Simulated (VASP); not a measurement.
Write the native input for VASP 6.6.1 that does the following.

| Property | Result |
| --- | --- |
| Task | single point |
| Functional | r2SCAN-based global hybrid with 15 % exact exchange |
| Potentials or basis | VASP PAW PBE potentials, release 64 (Ga_d, P) |
| Cutoff | 520 eV |
| k mesh | 5 × 5 × 5 |
| Occupations | fermi-dirac, width 0.05 eV |
| Spin | no spin polarisation |
| Dipole correction | no |
| Grid for exact exchange (PRECFOCK) | Normal |
| Share of exact exchange | 0.15 |
| Further INCAR settings | ALGO = Normal; EDIFF = 1e-07; NBANDS = 16 |

Crystal: GaP.

```
CELL_PARAMETERS angstrom
0.00000 2.72525 2.72525
2.72525 0.00000 2.72525
2.72525 2.72525 0.00000
ATOMIC_POSITIONS crystal
Ga 0.00000 0.00000 0.00000
P 0.75000 0.75000 0.75000
```

The input as run:

POSCAR

```
GaP
1.0
    0.0000000000      2.7252500000      2.7252500000
    2.7252500000      0.0000000000      2.7252500000
    2.7252500000      2.7252500000      0.0000000000
Ga P
1 1
Direct
    0.0000000000      0.0000000000      0.0000000000
    0.7500000000      0.7500000000      0.7500000000
```

INCAR.step1

```
SYSTEM = GaP
PREC = Accurate
ENCUT = 520
EDIFF = 1E-5
ISMEAR = -1
SIGMA = 0.05
LREAL = .FALSE.
LASPH = .TRUE.
NELM = 100
ALGO = Normal
ISIF = 2
LWAVE = .TRUE.
LCHARG = .FALSE.
GGA = PE
NBANDS = 16
```

INCAR.step2

```
SYSTEM = GaP
PREC = Accurate
ENCUT = 520
EDIFF = 1E-7
ISMEAR = -1
SIGMA = 0.05
LREAL = .FALSE.
LASPH = .TRUE.
NELM = 100
ALGO = Normal
ISIF = 2
LWAVE = .FALSE.
LCHARG = .FALSE.
METAGGA = R2SCAN
LHFCALC = .TRUE.
AEXX = 0.15
LMIXTAU = .TRUE.
PRECFOCK = Normal
ISTART = 1
NBANDS = 16
```

KPOINTS

```
regular mesh
0
G
  5 5 5
  0 0 0
```

Potentials or basis: VASP PAW PBE potentials, release 64 (Ga_d, P).

Run with:

```console
$ cat potpaw_PBE.64/Ga_d/POTCAR potpaw_PBE.64/P/POTCAR > POTCAR
$ cp INCAR.step1 INCAR
$ mpirun -np 1 vasp_std > vasp.out
$ cp INCAR.step2 INCAR
$ mpirun -np 1 vasp_std > vasp.out
```

It gave:

| Property | Result |
| --- | --- |
| Pressure | -0.5 GPa |
| Band gap on the k mesh | 2.61 eV (least direct gap 3.20 eV) |

Caveat: the PAW data sets were made with another functional, which shifts forces and pressure a little; an odd mesh through Γ misses points on the zone boundary, where band edges can lie.

It took 30 min on 1 thread of Intel(R) Xeon(R) Platinum 8175M CPU @ 2.50GHz (Skylake/Cascade Lake) (shared host), peak memory 0.18 GiB.
